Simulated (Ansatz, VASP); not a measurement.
**One calculation of Pb, two programs**

POSCAR

```
Pb
1.0
    0.0000000000      2.4750200000      2.4750200000
    2.4750200000      0.0000000000      2.4750200000
    2.4750200000      2.4750200000      0.0000000000
Pb
1
Direct
    0.0000000000      0.0000000000      0.0000000000
```

Contents of INCAR.step1:

```
SYSTEM = Pb
ALGO = Normal ; EDIFF = 1E-4
ENCUT = 520 ; GGA = PE
ISMEAR = -1 ; LASPH = .TRUE.
LCHARG = .FALSE. ; LREAL = .FALSE.
LWAVE = .TRUE. ; NBANDS = 13
NELM = 60 ; PREC = Accurate
SIGMA = 0.05
```

Contents of INCAR.step2:

```
SYSTEM = Pb
ALGO = Normal ; EDIFF = 1E-6
ENCUT = 520 ; ISIF = 2
ISMEAR = -1 ; ISTART = 1
LASPH = .TRUE. ; LCHARG = .FALSE.
LMIXTAU = .TRUE. ; LREAL = .FALSE.
LWAVE = .FALSE. ; METAGGA = R2SCAN
NBANDS = 13 ; NELM = 60
PREC = Accurate ; SIGMA = 0.05
```

KPOINTS

```
k-points
0
G
  5 5 5
  0 0 0
```

Contents of input.yaml:

```yaml
crystal:
  lattice:
    - [0.0, 2.47502, 2.47502]
    - [2.47502, 0.0, 2.47502]
    - [2.47502, 2.47502, 0.0]
  atoms:
    - { symbol: Pb, position: [0.0, 0.0, 0.0] }
hamiltonian:
  xc: r2scan
  pseudopotentials: { kind: paw }
kpoints:
  mp_grid: { grid: [5, 5, 5] }
  band_path:
    path:
      - [[0.0, 0.0, 0.0], [0.5, 0.0, 0.5], [0.5, 0.25, 0.75], [0.375, 0.375, 0.75], [0.0, 0.0, 0.0], [0.5, 0.5, 0.5], [0.625, 0.25, 0.625], [0.5, 0.25, 0.75], [0.5, 0.5, 0.5], [0.375, 0.375, 0.75]]
      - [[0.625, 0.25, 0.625], [0.5, 0.0, 0.5]]
    npoints: 14
scf:
  occupations: { method: fermi_dirac, width: 0.05 }
  n_extra_bands: 6
output:
  forces: true
  stress: true
  eigenvalues: true
  fatbands: false
```

Alike in both runs: functional r2SCAN; k mesh 5 × 5 × 5; occupations fermi-dirac, width 0.05 eV; no spin polarisation.

```csv
,VASP,Ansatz
version,VASP 6.6.1,Ansatz 0.2.0
potentials or method,"VASP PAW PBE potentials, release 64 (Pb_d)",Ansatz PAW
plane-wave cutoff (eV),520,500
valence electrons in the cell,14,14
task,single point,band structure
```

VASP gave:

```
gap on the k mesh at the Fermi level (eV) : none
pressure (GPa)                            : 0.7
```

**Question.** Estimate Ansatz's values.

**Answer.** gap on the k mesh at the Fermi level (eV): none; pressure (GPa): 0.8.

VASP's potentials were made for PBE, not for r2SCAN. A gap of «none» marks a metal or a gap that the smearing closes.

The k mesh is coarse, so the values compare programs but aren't converged. Spin-orbit coupling is off throughout.
